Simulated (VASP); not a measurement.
Wanted: the native input for a VASP 6.6.1 run.

| Quantity | Value |
| --- | --- |
| Task | single point |
| Functional | BLYP |
| Potentials or basis | VASP PAW PBE potentials, release 64 (P) |
| Cutoff | 520 eV |
| k mesh | 14 × 14 × 14 |
| Occupations | fermi-dirac, width 0.1 eV |
| Spin | no spin polarisation |
| Dipole correction | no |
| Further INCAR settings | ALGO = Normal; EDIFF = 1e-06; NBANDS = 8 |

The structure of P lies in POSCAR:

```
P
1.0
    2.5295140450      0.0000000000      0.0000000000
    0.0000000000      2.5295140450      0.0000000000
    0.0000000000      0.0000000000      2.5295140450
P
1
Direct
    0.0000000000      0.0000000000      0.0000000000
```

One way to write it, as run:

INCAR

```
SYSTEM = P
AGGAC = 1.0
AGGAX = 1.0
ALDAC = 0.0
ALDAX = 1.0
ALGO = Normal
EDIFF = 1E-6
ENCUT = 520
GGA = B5
ISIF = 2
ISMEAR = -1
LASPH = .TRUE.
LCHARG = .TRUE.
LELF = .TRUE.
LREAL = .FALSE.
LVHAR = .TRUE.
LWAVE = .FALSE.
NBANDS = 8
NELM = 100
PREC = Accurate
SIGMA = 0.1
```

KPOINTS

```
k-points
0
G
  14 14 14
  0 0 0
```

Potentials or basis: VASP PAW PBE potentials, release 64 (P).

Run with:

```console
$ cat potpaw_PBE.64/P/POTCAR > POTCAR
$ mpirun -np 1 vasp_std > vasp.out
```

Results of the run:

The pressure is -0.2 GPa.

Caveat: the PAW data sets were made with another functional, which shifts forces and pressure a little.

Wall time 7.7 s on 1 thread of Intel(R) Xeon(R) Platinum 8375C CPU @ 2.90GHz (Ice Lake) (shared host), peak memory 0.12 GiB.
